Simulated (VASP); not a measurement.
# MnF2 (P4_2/mnm) in VASP: further runs

MnF2 is run at these levels: PBE+U; tasks: single point.

Program: VASP 6.6.1. These are calculated values, not measurements. Logs are shortened: lines on timing, memory, paths and dates and some standing lists are left out, and cuts for length are marked.

## (1) The cell of the first run

It takes space group P4_2/mnm (No. 136, tetragonal). The conventional cell has a = 4.983 Å, b = 4.983 Å, c = 3.366 Å, α = 90.00°, β = 90.00°, γ = 90.00°. Mn (site symmetry mmm) has 6 F at 2.15 to 2.17 Å within 2.8 Å. Within 2.8 Å of F (site symmetry m2m) lie 3 Mn at 2.15 to 2.17 Å and 1 F at 2.74 Å.

## (2) Single point, PBE+U, collinear spin, ferromagnetic start

INCAR reads:

```
PREC     = Accurate       # precision mode
ENCUT    = 520            # plane-wave cutoff, eV
EDIFF    = 1E-7           # SCF threshold, eV
ISMEAR   = 0              # smearing method
SIGMA    = 0.02           # smearing width, eV
LREAL    = False          # projectors in reciprocal space
LASPH    = True           # aspherical terms in the spheres
NELM     = 150            # most SCF steps
ALGO     = Normal         # electronic algorithm
ISIF     = 2              # what is computed and relaxed
LWAVE    = False          # write WAVECAR
LCHARG   = True           # write CHGCAR
ISPIN    = 2              # spin polarisation
MAGMOM   = 4.72 4.72 0 0 0 0 # initial moments
LORBIT   = 11             # projections on sites
LMAXMIX  = 4              # l up to which the mixer works
LDAU     = True           # DFT+U
LDAUTYPE = 2            
LDAUL    = 2 -1           # shell
LDAUU    = 3.9 0          # U, eV
LDAUJ    = 0 0          
LDAUPRINT= 1            
GGA      = PE             # functional
LELF     = True           # ELF
LVHAR    = True         
NBANDS   = 40             # bands
```

KPOINTS reads:

```
regular mesh
0
Gamma
  6 6 8
```

POSCAR reads:

```
MnF2
1.0
    4.9829021112      0.0000000000      0.0000000000
    0.0000000000      4.9829021112      0.0000000000
    0.0000000000      0.0000000000      3.3663351101
Mn F
2 4
Direct
    0.5000000000      0.5000000000      0.5000000000
    0.0000000000      0.0000000000      0.0000000000
    0.6945803448      0.6945803448      0.0000000000
    0.8054196552      0.1945803448      0.5000000000
    0.3054196552      0.3054196552      0.0000000000
    0.1945803448      0.8054196552      0.5000000000
```

Potentials or basis: VASP PAW PBE potentials, release 64 (Mn_pv, F).

Run with:

```console
cat potpaw_PBE.64/Mn_pv/POTCAR potpaw_PBE.64/F/POTCAR > POTCAR
mpirun -np 1 vasp_std > vasp.out
```

OUTCAR:

```text
PREC = Accurate
   ENCUT = 520
   EDIFF = 1E-7
   ISMEAR = 0
   LREAL = False
   LASPH = True
   NELM = 150
   ISIF = 2
   ISPIN = 2
   LORBIT = 11
   GGA = PE

 ion  position               nearest neighbor table
   1  0.500  0.500  0.500-   4 2.15   6 2.15   5 2.17   3 2.17   3 2.17   5 2.17
   2  0.000  0.000  0.000-   3 2.15   5 2.15   4 2.17   6 2.17   4 2.17   6 2.17
   3  0.695  0.695  0.000-   2 2.15   1 2.17   1 2.17
   4  0.805  0.195  0.500-   1 2.15   2 2.17   2 2.17
   5  0.305  0.305  0.000-   2 2.15   1 2.17   1 2.17
   6  0.195  0.805  0.500-   1 2.15   2 2.17   2 2.17

  LATTYP: Found a simple tetragonal cell.
 ALAT       =     4.9829021112
 C/A-ratio  =     0.6755772108

  Lattice vectors:

 A1 = (   4.9829021112,   0.0000000000,   0.0000000000)
 A2 = (   0.0000000000,   4.9829021112,   0.0000000000)
 A3 = (   0.0000000000,   0.0000000000,   3.3663351101)

Analysis of symmetry for initial positions (statically):
=====================================================================
 Subroutine PRICEL returns:
 Original cell was already a primitive cell.

 Routine SETGRP: Setting up the symmetry group for a
 simple tetragonal supercell.

 Subroutine GETGRP returns: Found 16 space group operations
 (whereof  8 operations were pure point group operations)
 out of a pool of 16 trial point group operations.

The static configuration has the point symmetry D_2h.
 The point group associated with its full space group is D_4h.

Analysis of symmetry for dynamics (positions and initial velocities):
=====================================================================
 Subroutine PRICEL returns:
 Original cell was already a primitive cell.

 Routine SETGRP: Setting up the symmetry group for a
 simple tetragonal supercell.

 Subroutine GETGRP returns: Found 16 space group operations
 (whereof  8 operations were pure point group operations)
 out of a pool of 16 trial point group operations.

The dynamic configuration has the point symmetry D_2h.
 The point group associated with its full space group is D_4h.

Analysis of structural, dynamic, and magnetic symmetry:
=====================================================================
 Subroutine PRICEL returns:
 Original cell was already a primitive cell.

 Routine SETGRP: Setting up the symmetry group for a
 simple tetragonal supercell.

 Subroutine GETGRP returns: Found 16 space group operations
 (whereof  8 operations were pure point group operations)
 out of a pool of 16 trial point group operations.

The overall configuration has the point symmetry D_2h.
 The point group associated with its full space group is D_4h.

 Subroutine INISYM returns: Found 16 space group operations
 (whereof  8 operations are pure point group operations),
 and found     1 'primitive' translations

----------------------------------------------------------------------------------------

                                     Primitive cell

  volume of cell :      83.5838

  direct lattice vectors                    reciprocal lattice vectors
     4.982902111  0.000000000  0.000000000     0.200686262  0.000000000  0.000000000
     0.000000000  4.982902111  0.000000000     0.000000000  0.200686262  0.000000000
[... 162 lines left out ...]
  o =  0.0126  v =  0.0000  0.0000  0.0000  0.0000  0.0000  0.0000  0.7071  0.0000 -0.7071 -0.0000      0.0000  0.0000  0.0000  0.0000  0.0000  0.0000  0.0000  0.0000  0.0000  0.0000
  o =  0.0518  v =  0.0000  0.0000  0.0000  0.0000  0.0000  0.0000 -0.7071  0.0000 -0.7071  0.0000      0.0000  0.0000  0.0000  0.0000  0.0000  0.0000  0.0000  0.0000  0.0000  0.0000
  o =  0.0543  v =  0.0000  0.0000  0.0000  0.0000  0.0000 -0.8015 -0.0000 -0.5981  0.0000 -0.0000      0.0000  0.0000  0.0000  0.0000  0.0000  0.0000  0.0000  0.0000  0.0000  0.0000
  o =  0.9458  v = -0.6061  0.0000  0.7954 -0.0000  0.0000  0.0000  0.0000  0.0000  0.0000  0.0000      0.0000  0.0000  0.0000  0.0000  0.0000  0.0000  0.0000  0.0000  0.0000  0.0000
  o =  0.9485  v = -0.0000  0.0000  0.0000 -0.0000 -1.0000  0.0000  0.0000  0.0000  0.0000  0.0000      0.0000  0.0000  0.0000  0.0000  0.0000  0.0000  0.0000  0.0000  0.0000  0.0000
  o =  0.9486  v =  0.0000  0.7071 -0.0000 -0.7071  0.0000  0.0000  0.0000  0.0000  0.0000  0.0000      0.0000  0.0000  0.0000  0.0000  0.0000  0.0000  0.0000  0.0000  0.0000  0.0000
  o =  0.9785  v = -0.0000 -0.7071 -0.0000 -0.7071 -0.0000  0.0000  0.0000  0.0000  0.0000  0.0000      0.0000  0.0000  0.0000  0.0000  0.0000  0.0000  0.0000  0.0000  0.0000  0.0000
  o =  0.9805  v = -0.7954  0.0000 -0.6061  0.0000  0.0000  0.0000  0.0000  0.0000  0.0000  0.0000      0.0000  0.0000  0.0000  0.0000  0.0000  0.0000  0.0000  0.0000  0.0000  0.0000

atom =   2  type =  1  l = 2

 onsite density matrix

spin component  1

  0.9677  0.0000 -0.0167  0.0000 -0.0000
  0.0000  0.9635  0.0000 -0.0150  0.0000
 -0.0167  0.0000  0.9585  0.0000  0.0000
  0.0000 -0.0150  0.0000  0.9635  0.0000
 -0.0000  0.0000  0.0000  0.0000  0.9485

spin component  2

  0.0385  0.0000 -0.0212  0.0000  0.0000
  0.0000  0.0322  0.0000 -0.0196  0.0000
 -0.0212  0.0000  0.0259  0.0000 -0.0000
  0.0000 -0.0196  0.0000  0.0322  0.0000
  0.0000  0.0000 -0.0000  0.0000  0.0116

 occupancies and eigenvectors

  o =  0.0101  v =  0.0000  0.0000  0.0000  0.0000  0.0000 -0.5981  0.0000 -0.8015  0.0000 -0.0000      0.0000  0.0000  0.0000  0.0000  0.0000  0.0000  0.0000  0.0000  0.0000  0.0000
  o =  0.0116  v =  0.0000  0.0000  0.0000  0.0000  0.0000  0.0000 -0.0000  0.0000 -0.0000 -1.0000      0.0000  0.0000  0.0000  0.0000  0.0000  0.0000  0.0000  0.0000  0.0000  0.0000
  o =  0.0126  v =  0.0000  0.0000  0.0000  0.0000  0.0000  0.0000  0.7071  0.0000  0.7071 -0.0000      0.0000  0.0000  0.0000  0.0000  0.0000  0.0000  0.0000  0.0000  0.0000  0.0000
  o =  0.0518  v =  0.0000  0.0000  0.0000  0.0000  0.0000  0.0000  0.7071 -0.0000 -0.7071 -0.0000      0.0000  0.0000  0.0000  0.0000  0.0000  0.0000  0.0000  0.0000  0.0000  0.0000
  o =  0.0543  v =  0.0000  0.0000  0.0000  0.0000  0.0000 -0.8015  0.0000  0.5981 -0.0000 -0.0000      0.0000  0.0000  0.0000  0.0000  0.0000  0.0000  0.0000  0.0000  0.0000  0.0000
  o =  0.9458  v = -0.6061  0.0000 -0.7954  0.0000  0.0000  0.0000  0.0000  0.0000  0.0000  0.0000      0.0000  0.0000  0.0000  0.0000  0.0000  0.0000  0.0000  0.0000  0.0000  0.0000
  o =  0.9485  v = -0.0000 -0.0000 -0.0000  0.0000 -1.0000  0.0000  0.0000  0.0000  0.0000  0.0000      0.0000  0.0000  0.0000  0.0000  0.0000  0.0000  0.0000  0.0000  0.0000  0.0000
  o =  0.9486  v =  0.0000 -0.7071 -0.0000 -0.7071  0.0000  0.0000  0.0000  0.0000  0.0000  0.0000      0.0000  0.0000  0.0000  0.0000  0.0000  0.0000  0.0000  0.0000  0.0000  0.0000
  o =  0.9785  v =  0.0000 -0.7071 -0.0000  0.7071  0.0000  0.0000  0.0000  0.0000  0.0000  0.0000      0.0000  0.0000  0.0000  0.0000  0.0000  0.0000  0.0000  0.0000  0.0000  0.0000
  o =  0.9805  v = -0.7954 -0.0000  0.6061  0.0000  0.0000  0.0000  0.0000  0.0000  0.0000  0.0000      0.0000  0.0000  0.0000  0.0000  0.0000  0.0000  0.0000  0.0000  0.0000  0.0000

 number of electron      54.0000022 magnetization      10.0000011

 Free energy of the ion-electron system (eV)
  ---------------------------------------------------
  ext. energy  EPLUGINS =         0.00000000
  ---------------------------------------------------
  free energy    TOTEN  =       -37.90755480 eV

  energy without entropy =      -37.90755480  energy(sigma->0) =      -37.90755480

 E-fermi :   1.5551     XC(G=0):  -9.4240

 val. band max:        1.3269532598   @ k =   0.0000   0.0000   0.0000
 cond. band min:       3.8394200157   @ k =   0.0000   0.0000   0.0000
 fundamental gap:      2.5124667560
 Fermi energy:         1.5551325589

 spin component 1

 k-point     1 :       0.0000    0.0000    0.0000
  band No.  band energies     occupation
      1     -47.4459      1.00000
      2     -47.4459      1.00000
      3     -47.3952      1.00000
      4     -47.3952      1.00000
      5     -47.3874      1.00000
      6     -47.3861      1.00000
[... 2009 lines left out ...]
     38      13.5115      0.00000
     39      14.2958      0.00000

 [... further k-points ...]

 [bands above 39 left out]

------------------------ aborting loop because EDIFF is reached ----------------------------------------

  FORCE on cell =-STRESS in cart. coord.  units (eV):
  Direction    XX          YY          ZZ          XY          YZ          ZX
  --------------------------------------------------------------------------------------
  -------------------------------------------------------------------------------------
  Total       -0.3940958     -0.3940958     -0.5425571      0.0000000      0.0000000      0.0000000
  in kB       -7.5542315     -7.5542315    -10.4000159      0.0000000      0.0000000      0.0000000
  external PRESSURE =      -8.5028263 kB  Pullay stress =       0.0000000 kB

 VOLUME and BASIS-vectors are now :
 -----------------------------------------------------------------------------
  energy-cutoff  :      520.00
  volume of cell :       83.58
      direct lattice vectors                 reciprocal lattice vectors
     4.982902111  0.000000000  0.000000000     0.200686262  0.000000000  0.000000000
     0.000000000  4.982902111  0.000000000     0.000000000  0.200686262  0.000000000
     0.000000000  0.000000000  3.366335110     0.000000000  0.000000000  0.297058958

 POSITION                                       TOTAL-FORCE (eV/Angst)
 -----------------------------------------------------------------------------------
      2.49145      2.49145      1.68317         0.000000      0.000000      0.000000
      0.00000      0.00000      0.00000         0.000000      0.000000      0.000000
      3.46103      3.46103      0.00000        -0.001050     -0.001050     -0.000000
      4.01333      0.96957      1.68317         0.001050     -0.001050     -0.000000
      1.52188      1.52188      0.00000         0.001050      0.001050      0.000000
      0.96957      4.01333      1.68317        -0.001050      0.001050      0.000000
 -----------------------------------------------------------------------------------
    total drift:                               -0.000000      0.000000     -0.000000

  FREE ENERGIE OF THE ION-ELECTRON SYSTEM (eV)
  ---------------------------------------------------
  free  energy   TOTEN  =       -37.9075547972 eV

  energy  without entropy=      -37.9075547972  energy(sigma->0) =      -37.90755480

 total charge

# of ion       s       p       d       tot
------------------------------------------
    1        0.154   6.129   4.925  11.208
    2        0.154   6.129   4.925  11.208
    3        1.733   4.365   0.000   6.098
    4        1.733   4.365   0.000   6.098
    5        1.733   4.365   0.000   6.098
    6        1.733   4.365   0.000   6.098
--------------------------------------------------
tot          7.239  29.720   9.850  46.809

 magnetization (x)

# of ion       s       p       d       tot
------------------------------------------
    1        0.023   0.020   4.652   4.695
    2        0.023   0.020   4.652   4.695
    3        0.006   0.046   0.000   0.052
    4        0.006   0.046   0.000   0.052
    5        0.006   0.046   0.000   0.052
    6        0.006   0.046   0.000   0.052
--------------------------------------------------
tot          0.071   0.225   9.303   9.599
```

Run time: 6.3 min. Hardware: 1 thread of Intel Xeon 8259CL, shared host; peak memory 0.38 GiB.

What came out:

```yaml
Free_energy: -37.9076 eV
Pressure: -0.9 GPa
Band_gap_on_the_k_mesh: 2.51 eV
Net_moment: 10.00 μB per cell
Site_moments: Mn +4.70; F +0.05 μB
Valence_electrons_inside_the_program's_atomic_spheres: Mn 11.21; F 6.10
```

Stress tensor (GPa, compression positive):
```
-0.76  0.00  0.00
 0.00 -0.76  0.00
 0.00  0.00 -1.04
```

Eigenvalues of the final occupation matrices:
```tsv
site	spin	trace	eigenvalues
site 1 d	1	4.80	0.95 0.95 0.95 0.98 0.98
site 1 d	2	0.14	0.01 0.01 0.01 0.05 0.05
site 2 d	1	4.80	0.95 0.95 0.95 0.98 0.98
site 2 d	2	0.14	0.01 0.01 0.01 0.05 0.05
```

Caveat: the run started ferromagnetic, and an antiferromagnetic order may lie lower in energy. A k mesh can miss the band edges.

(Continued in part 2 of 2.)
